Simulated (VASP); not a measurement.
# Sn2TeAs2 (P-3m1) in VASP: notebook

The runs below take Sn2TeAs2 through single point, relaxation of cell and atoms, with PBE.

Program: VASP 6.6.1. These are calculated values, not measurements. Logs are shortened: lines on timing, memory, paths and dates and some standing lists are left out, and cuts for length are marked.

### 1 The cell of the first run

The structure is trigonal, space group P-3m1 (No. 164). The conventional cell has a = 4.053 Å, b = 4.053 Å, c = 9.402 Å, α = 90.00°, β = 90.00°, γ = 120.00°. Sn (site symmetry 3m) has 4 As at 2.92 to 3.45 Å and 3 Te at 3.15 Å within 3.8 Å. Within 4.1 Å of Te (site symmetry -3m) lie 6 Sn at 3.15 Å and 6 Te at 4.05 Å. As (site symmetry 3m) has 3 As at 2.90 Å and 4 Sn at 2.92 to 3.45 Å within 3.8 Å.

The cell was generated, and may not be a known phase.

### 2 Single point, PBE

Input file INCAR:

```
ALGO = Normal
EDIFF = 1E-7
ENCUT = 520
GGA = PE
ISIF = 2
ISMEAR = 0
LASPH = True
LCHARG = False
LREAL = False
LWAVE = False
NBANDS = 30
NELM = 80
PREC = Accurate
SIGMA = 0.1
```

Input file KPOINTS:

```
k-points
0
Gamma
  6 6 2
```

Input file POSCAR:

```
Sn2TeAs2
1.0
    4.0531556709      0.0000000000      0.0000000000
   -2.0265778354      3.5101357765      0.0000000000
    0.0000000000      0.0000000000      9.4018989563
Sn Te As
2 1 2
Direct
    0.6666666667      0.3333333333      0.7762577925
    0.3333333333      0.6666666667      0.2237422075
    0.0000000000      0.0000000000      0.0000000000
    0.6666666667      0.3333333333      0.4093091451
    0.3333333333      0.6666666667      0.5906908549
```

Potentials or basis: VASP PAW PBE potentials, release 64 (Sn_d, Te, As).

Command:

```sh
$ cat potpaw_PBE.64/Sn_d/POTCAR potpaw_PBE.64/Te/POTCAR potpaw_PBE.64/As/POTCAR > POTCAR
$ mpirun -np 1 vasp_std > vasp.out
```

OUTCAR:

```text
EDIFF = 1E-7
   ENCUT = 520
   GGA = PE
   ISIF = 2
   ISMEAR = 0
   LASPH = True
   LREAL = False
   NELM = 80
   PREC = Accurate

 ion  position               nearest neighbor table
   1  0.667  0.333  0.776-   5 2.92   5 2.92   5 2.92   3 3.15   3 3.15   3 3.15
   2  0.333  0.667  0.224-   4 2.92   4 2.92   4 2.92   3 3.15   3 3.15   3 3.15
   3  0.000  0.000  0.000-   1 3.15   2 3.15   2 3.15   1 3.15   1 3.15   2 3.15
   4  0.667  0.333  0.409-   5 2.90   5 2.90   5 2.90   2 2.92   2 2.92   2 2.92
   5  0.333  0.667  0.591-   4 2.90   4 2.90   4 2.90   1 2.92   1 2.92   1 2.92

  LATTYP: Found a hexagonal cell.
 ALAT       =     4.0531556709
 C/A-ratio  =     2.3196491129

  Lattice vectors:

 A1 = (   4.0531556709,   0.0000000000,   0.0000000000)
 A2 = (  -2.0265778354,   3.5101357765,   0.0000000000)
 A3 = (   0.0000000000,   0.0000000000,   9.4018989563)

Analysis of symmetry for initial positions (statically):
=====================================================================
 Subroutine PRICEL returns:
 Original cell was already a primitive cell.

 Routine SETGRP: Setting up the symmetry group for a
 hexagonal supercell.

 Subroutine GETGRP returns: Found 12 space group operations
 (whereof 12 operations were pure point group operations)
 out of a pool of 24 trial point group operations.

The static configuration has the point symmetry D_3d.

Analysis of symmetry for dynamics (positions and initial velocities):
=====================================================================
 Subroutine PRICEL returns:
 Original cell was already a primitive cell.

 Routine SETGRP: Setting up the symmetry group for a
 hexagonal supercell.

 Subroutine GETGRP returns: Found 12 space group operations
 (whereof 12 operations were pure point group operations)
 out of a pool of 24 trial point group operations.

The dynamic configuration has the point symmetry D_3d.

 Subroutine INISYM returns: Found 12 space group operations
 (whereof 12 operations are pure point group operations),
 and found     1 'primitive' translations

----------------------------------------------------------------------------------------

                                     Primitive cell

  volume of cell :     133.7620

  direct lattice vectors                    reciprocal lattice vectors
     4.053155671  0.000000000  0.000000000     0.246721340  0.142444632  0.000000000
    -2.026577835  3.510135776  0.000000000     0.000000000  0.284889265  0.000000000
     0.000000000  0.000000000  9.401898956     0.000000000  0.000000000  0.106361492

  length of vectors
     4.053155671  4.053155671  9.401898956     0.284889265  0.284889265  0.106361492

  position of ions in fractional coordinates (direct lattice)
     0.666666667  0.333333333  0.776257792
     0.333333333  0.666666667  0.223742208
     0.000000000  0.000000000  0.000000000
     0.666666667  0.333333333  0.409309145
     0.333333333  0.666666667  0.590690855

  ion indices of the primitive-cell ions
   primitive index   ion index
                 1           1
                 2           2
                 3           3
                 4           4
                 5           5

----------------------------------------------------------------------------------------

 KPOINTS: k-points

Automatic generation of k-mesh.
 Grid dimensions read from file:
 generate k-points for:    6    6    2

 Generating k-lattice:

  Cartesian coordinates                     Fractional coordinates (reciprocal lattice)
     0.041120223  0.023740772  0.000000000     0.166666667  0.000000000  0.000000000
     0.000000000  0.047481544  0.000000000     0.000000000  0.166666667  0.000000000
     0.000000000  0.000000000  0.053180746     0.000000000  0.000000000  0.500000000

  Length of vectors
     0.047481544  0.047481544  0.053180746

  Shift w.r.t. Gamma in fractional coordinates (k-lattice)
     0.000000000  0.000000000  0.000000000

 Subroutine IBZKPT returns following result:
 ===========================================

 Found     14 irreducible k-points:

 Following reciprocal coordinates:
            Coordinates               Weight
  0.000000  0.000000  0.000000      1.000000
  0.166667  0.000000  0.000000      6.000000
  0.333333  0.000000  0.000000      6.000000
  0.500000  0.000000  0.000000      3.000000
  0.166667  0.166667  0.000000      6.000000
  0.333333  0.166667  0.000000     12.000000
  0.333333  0.333333  0.000000      2.000000
  0.000000  0.000000  0.500000      1.000000
  0.166667  0.000000  0.500000      6.000000
  0.333333  0.000000  0.500000      6.000000
  0.500000  0.000000  0.500000      3.000000
  0.166667  0.166667  0.500000      6.000000
  0.333333  0.166667  0.500000     12.000000
  0.333333  0.333333  0.500000      2.000000
   k-points           NKPTS =     14   k-points in BZ     NKDIM =     14   number of bands    NBANDS=     30
   number of dos      NEDOS =    301   number of ions     NIONS =      5
   total plane-waves  NPLWV =  63000
   dimension x,y,z NGX =    30 NGY =   30 NGZ =   70
   dimension x,y,z NGXF=    60 NGYF=   60 NGZF=  140
   ions per type =               2   1   2
   NGX,Y,Z   is equivalent  to a cutoff of  12.30, 12.30, 12.38 a.u.
   NGXF,Y,Z  is equivalent  to a cutoff of  24.61, 24.61, 24.76 a.u.
 SYSTEM =  unknown system
   PREC   = accura    normal or accurate (medium, high low for compatibility)
   ISTART =      0    job   : 0-new  1-cont  2-samecut
   ICHARG =      2    charge: 1-file 2-atom 10-const
   ISPIN  =      1    spin polarized calculation?
   LNONCOLLINEAR =      F non collinear calculations
   LSORBIT =      F    spin-orbit coupling
   LASPH  =      T    aspherical Exc in radial PAW
   ENCUT  =  520.0 eV  38.22 Ry    6.18 a.u.   7.54  7.54 17.48*2*pi/ulx,y,z
   NELM   =     80;   NELMIN=  2; NELMDL= -5     # of ELM steps
   EDIFF  = 0.1E-06   stopping-criterion for ELM
   LREAL  =      F    real-space projection
   EDIFFG = 0.1E-05   stopping-criterion for IOM
   NSW    =      0    number of steps for IOM
   IBRION =     -1    ionic relax: 0-MD 1-quasi-New 2-CG
   NFREE  =      0    steps in history (QN), initial steepest desc. (CG)
   ISIF   =      2    stress and relaxation
   ISYM   =      2    0-nonsym 1-usesym 2-fastsym
   POTIM  = 0.5000    time-step for ionic-motion
   TEBEG  =    0.0;   TEEND  =   0.0 temperature during run
   PSTRESS=    0.0 pullay stress
   NELECT =      44.0000    total number of electrons
   NUPDOWN=      -1.0000    fix difference up-down
   EMIN   =  10.00;   EMAX   =-10.00  energy-range for DOS
   EFERMI =   0.00;   METHOD = LEGACY
   ISMEAR =     0;   SIGMA  =   0.10  broadening in eV -4-tet -1-fermi 0-gaus
   EFERMI_NEDOS =   21; number of points for ismear=-14 and -15
   IALGO  =     38    algorithm
   IMIX   =      4    mixing-type and parameters
     AMIX     =   0.40;   BMIX     =  1.00
     AMIX_MAG =   1.60;   BMIX_MAG =  1.00
  volume/ion in A,a.u.               =      26.75       180.53
  Fermi-wavevector in a.u.,A,eV,Ry     =   1.130095  2.135569 17.376188  1.277114
  Thomas-Fermi vector in A             =   2.266790
   LORBIT       =      0    0 simple, 1 ext, 2 COOP (PROOUT), +10 PAW based schemes
   GGA     = PE    functional components
   LHFCALC =     F    Hartree Fock is set to
   AEXX    =    0.0000 exact exchange contribution
   IVDW    =     0    specifies the selected vdW correction
   LEPSILON=     F    determine dielectric tensor
   LRPA    =     F    only Hartree local field effects (RPA)
 non-spin polarized calculation
 Gauss-broadening in eV      SIGMA  =   0.10
  energy-cutoff  :      520.00
  volume of cell :      133.76
 maximum number of plane-waves:      3627
   NGX = 15   NGY = 15   NGZ = 35

 number of electron      43.9999988 magnetization

 Free energy of the ion-electron system (eV)
  ---------------------------------------------------
  ext. energy  EPLUGINS =         0.00000000
  ---------------------------------------------------
  free energy    TOTEN  =       -20.07021058 eV

  energy without entropy =      -20.06657247  energy(sigma->0) =      -20.06839153

 E-fermi :   6.1144     XC(G=0):  -9.8190

 val. band max:        6.0409432632   @ k =   0.1667   0.0000   0.0000
 cond. band min:       6.2715316068   @ k =   0.5000   0.0000   0.5000
 fundamental gap:      0.2305883436
 Fermi energy:         6.1143531678

 k-point     1 :       0.0000    0.0000    0.0000
  band No.  band energies     occupation
      1     -15.2217      2.00000
      2     -15.2187      2.00000
      3     -15.2149      2.00000
      4     -15.2149      2.00000
      5     -15.2141      2.00000
      6     -15.2141      2.00000
[... 22 lines left out ...]
     29       9.5614      0.00000
     30      10.9254      0.00000

 k-point     2 :       0.1667    0.0000    0.0000
  band No.  band energies     occupation
      1     -15.2209      2.00000
      2     -15.2198      2.00000
      3     -15.2171      2.00000
      4     -15.2156      2.00000
      5     -15.2149      2.00000
      6     -15.2133      2.00000
[... 22 lines left out ...]
     29      10.2005      0.00000
     30      11.0323      0.00000

 k-point     3 :       0.3333    0.0000    0.0000
  band No.  band energies     occupation
      1     -15.2318      2.00000
      2     -15.2282      2.00000
      3     -15.2159      2.00000
      4     -15.2131      2.00000
      5     -15.2131      2.00000
      6     -15.2117      2.00000
[... 22 lines left out ...]
     29      10.4374      0.00000
     30      10.5787      0.00000

 k-point     4 :       0.5000    0.0000    0.0000
  band No.  band energies     occupation
      1     -15.2372      2.00000
      2     -15.2328      2.00000
      3     -15.2167      2.00000
      4     -15.2133      2.00000
      5     -15.2119      2.00000
      6     -15.2110      2.00000
[... 22 lines left out ...]
     29      10.3206      0.00000
     30      10.4846      0.00000

 k-point     5 :       0.1667    0.1667    0.0000
  band No.  band energies     occupation
      1     -15.2268      2.00000
      2     -15.2248      2.00000
      3     -15.2167      2.00000
      4     -15.2154      2.00000
      5     -15.2129      2.00000
      6     -15.2113      2.00000
[... 22 lines left out ...]
     29      10.7467      0.00000
     30      11.1250      0.00000

 k-point     6 :       0.3333    0.1667    0.0000
  band No.  band energies     occupation
      1     -15.2330      2.00000
      2     -15.2294      2.00000
      3     -15.2196      2.00000
      4     -15.2163      2.00000
      5     -15.2092      2.00000
      6     -15.2086      2.00000
[... 22 lines left out ...]
     29      11.4812      0.00000
     30      11.7039      0.00000

 k-point     7 :       0.3333    0.3333    0.0000
  band No.  band energies     occupation
      1     -15.2276      2.00000
      2     -15.2269      2.00000
      3     -15.2269      2.00000
      4     -15.2209      2.00000
      5     -15.2058      2.00000
      6     -15.2058      2.00000
[... 22 lines left out ...]
     29      11.5888      0.00000
     30      12.3425      0.00000

 k-point     8 :       0.0000    0.0000    0.5000
  band No.  band energies     occupation
      1     -15.2207      2.00000
      2     -15.2198      2.00000
      3     -15.2152      2.00000
      4     -15.2152      2.00000
      5     -15.2138      2.00000
      6     -15.2138      2.00000
[... 22 lines left out ...]
     29      10.1629      0.00000
     30      10.2887      0.00000

 k-point     9 :       0.1667    0.0000    0.5000
  band No.  band energies     occupation
      1     -15.2212      2.00000
      2     -15.2195      2.00000
      3     -15.2171      2.00000
      4     -15.2156      2.00000
      5     -15.2149      2.00000
      6     -15.2133      2.00000
[... 22 lines left out ...]
     29      10.4040      0.00000
     30      10.7534      0.00000

 k-point    10 :       0.3333    0.0000    0.5000
  band No.  band energies     occupation
      1     -15.2315      2.00000
      2     -15.2287      2.00000
      3     -15.2156      2.00000
      4     -15.2134      2.00000
      5     -15.2131      2.00000
      6     -15.2113      2.00000
[... 22 lines left out ...]
     29      10.9858      0.00000
     30      11.3795      0.00000

 k-point    11 :       0.5000    0.0000    0.5000
  band No.  band energies     occupation
      1     -15.2368      2.00000
      2     -15.2335      2.00000
      3     -15.2162      2.00000
      4     -15.2138      2.00000
      5     -15.2123      2.00000
      6     -15.2103      2.00000
[... 22 lines left out ...]
     29      10.6064      0.00000
     30      11.8390      0.00000

 k-point    12 :       0.1667    0.1667    0.5000
  band No.  band energies     occupation
      1     -15.2270      2.00000
      2     -15.2247      2.00000
      3     -15.2166      2.00000
      4     -15.2157      2.00000
      5     -15.2120      2.00000
      6     -15.2118      2.00000
[... 22 lines left out ...]
     29      10.7360      0.00000
     30      11.3884      0.00000

 k-point    13 :       0.3333    0.1667    0.5000
  band No.  band energies     occupation
      1     -15.2327      2.00000
      2     -15.2299      2.00000
      3     -15.2193      2.00000
      4     -15.2167      2.00000
      5     -15.2093      2.00000
      6     -15.2081      2.00000
[... 22 lines left out ...]
     29      11.0099      0.00000
     30      11.4059      0.00000

 k-point    14 :       0.3333    0.3333    0.5000
  band No.  band energies     occupation
      1     -15.2271      2.00000
      2     -15.2270      2.00000
      3     -15.2270      2.00000
      4     -15.2214      2.00000
      5     -15.2056      2.00000
      6     -15.2056      2.00000
[... 22 lines left out ...]
     29      11.5713      0.00000
     30      11.5713      0.00000

------------------------ aborting loop because EDIFF is reached ----------------------------------------

  FORCE on cell =-STRESS in cart. coord.  units (eV):
  Direction    XX          YY          ZZ          XY          YZ          ZX
  --------------------------------------------------------------------------------------
  -------------------------------------------------------------------------------------
  Total        0.0393469      0.0393469      0.1306603      0.0000000      0.0000000      0.0000000
  in kB        0.4712907      0.4712907      1.5650255      0.0000000      0.0000000      0.0000000
  external PRESSURE =       0.8358690 kB  Pullay stress =       0.0000000 kB

 VOLUME and BASIS-vectors are now :
 -----------------------------------------------------------------------------
  energy-cutoff  :      520.00
  volume of cell :      133.76
      direct lattice vectors                 reciprocal lattice vectors
     4.053155671  0.000000000  0.000000000     0.246721340  0.142444632  0.000000000
    -2.026577835  3.510135776  0.000000000     0.000000000  0.284889265  0.000000000
     0.000000000  0.000000000  9.401898956     0.000000000  0.000000000  0.106361492

 POSITION                                       TOTAL-FORCE (eV/Angst)
 -----------------------------------------------------------------------------------
      2.02658      1.17005      7.29830        -0.000000     -0.000000      0.006162
     -0.00000      2.34009      2.10360         0.000000      0.000000     -0.006162
      0.00000      0.00000      0.00000         0.000000      0.000000     -0.000000
      2.02658      1.17005      3.84828        -0.000000      0.000000     -0.005617
     -0.00000      2.34009      5.55362         0.000000     -0.000000      0.005617
 -----------------------------------------------------------------------------------
    total drift:                                0.000000     -0.000000      0.000000

  FREE ENERGIE OF THE ION-ELECTRON SYSTEM (eV)
  ---------------------------------------------------
  free  energy   TOTEN  =       -20.0702105831 eV

  energy  without entropy=      -20.0665724713  energy(sigma->0) =      -20.06839153
```

Run time: 32 s. Hardware: 1 thread of AMD EPYC 9R45 (Zen 5), shared host; peak memory 0.23 GiB.

Results:

```yaml
Free_energy: -20.0702 eV
Pressure: 0.1 GPa
Largest_force: 0.006 eV/Å
Band_gap_on_the_k_mesh: zero (bands 22 and 23 overlap by 1.16 eV)
```

Forces in eV/Å, atoms in the order of the input:
```
Sn   0.000  0.000  0.006
Sn   0.000  0.000 -0.006
Te   0.000  0.000  0.000
As   0.000  0.000 -0.006
As   0.000  0.000  0.006
```

Caveat: spin-orbit coupling is left out, which moves the levels of the heavy elements.

### 3 Single point, PBE

This run uses another cell than the first one, of 34.05 Å³/atom.

Input file INCAR:

```
PREC     = Accurate       # precision mode
ENCUT    = 520            # plane-wave cutoff, eV
EDIFF    = 1E-6           # SCF threshold, eV
ISMEAR   = 0              # smearing method
SIGMA    = 0.1            # smearing width, eV
LREAL    = F              # projectors in reciprocal space
LASPH    = T              # aspherical terms in the spheres
NELM     = 80             # most SCF steps
ALGO     = Normal         # electronic algorithm
ISIF     = 2              # what is computed and relaxed
LWAVE    = F              # write WAVECAR
LCHARG   = F              # write CHGCAR
GGA      = PE             # functional
NBANDS   = 30             # bands
```

Input file KPOINTS:

```
regular mesh
0
Gamma
  6 6 2
```

Input file POSCAR:

```
Sn2TeAs2
1.0
    4.8019155800      0.0000000000      0.0000000000
   -2.4009577900      4.1585808800      0.0000000000
    0.0000000000      0.0000000000      8.5248690900
Sn Te As
2 1 2
Direct
    0.6666666700      0.3333333300      0.7219373600
    0.3333333300      0.6666666700      0.2780626400
    0.0000000000      0.0000000000      0.0000000000
    0.6666666700      0.3333333300      0.3759044400
    0.3333333300      0.6666666700      0.6240955600
```

Potentials or basis: VASP PAW PBE potentials, release 64 (Sn_d, Te, As).

Command:

```sh
$ cat potpaw_PBE.64/Sn_d/POTCAR potpaw_PBE.64/Te/POTCAR potpaw_PBE.64/As/POTCAR > POTCAR
$ mpirun -np 1 vasp_std > vasp.out
```

Run time: 38 s. Hardware: 1 thread of AMD EPYC 9R45 (Zen 5), shared host; peak memory 0.28 GiB.

Results (log left out):

| Quantity | Value |
| --- | --- |
| Free energy | -18.7636 eV |
| Pressure | -4.6 GPa |
| Largest force | 0.482 eV/Å |
| Band gap on the k mesh | zero (bands 22 and 23 overlap by 0.52 eV) |

Forces in eV/Å, atoms in the order of the input:
```
Sn   0.000  0.000  0.482
Sn   0.000  0.000 -0.482
Te   0.000  0.000  0.000
As   0.000  0.000  0.030
As   0.000  0.000 -0.030
```

Stress tensor (GPa, compression positive):
```
-5.08  0.00  0.00
 0.00 -5.08  0.00
 0.00  0.00 -3.50
```

Levels at points of the mesh, in eV from the Fermi level:
```tsv
k point	band 18	band 19	band 20	band 21	band 22	band 23	band 24	band 25	band 26	band 27
(0.00, 0.00, 0.00)	-2.26	-1.17	-0.85	-0.85	-0.38	-0.38	1.26	2.16	2.16	2.77
(0.50, 0.00, 0.00)	-1.58	-1.56	-1.33	-1.22	-0.50	-0.11	1.15	2.40	3.54	4.22
(0.00, 0.00, 0.50)	-2.28	-0.87	-0.87	-0.33	-0.33	0.25	0.58	1.65	1.65	2.03
(0.50, 0.00, 0.50)	-2.43	-2.12	-1.96	-0.42	-0.03	0.23	0.59	2.02	3.88	3.97
```

Caveat: the k points lie up to 0.37 Å⁻¹ apart, too coarse for converged energies and pressures of a metal; spin-orbit coupling is left out, which moves the levels of the heavy elements.

(Continued in part 2 of 2.)

The gap in the log of VASP goes by the Fermi energy; the results here count the filled bands.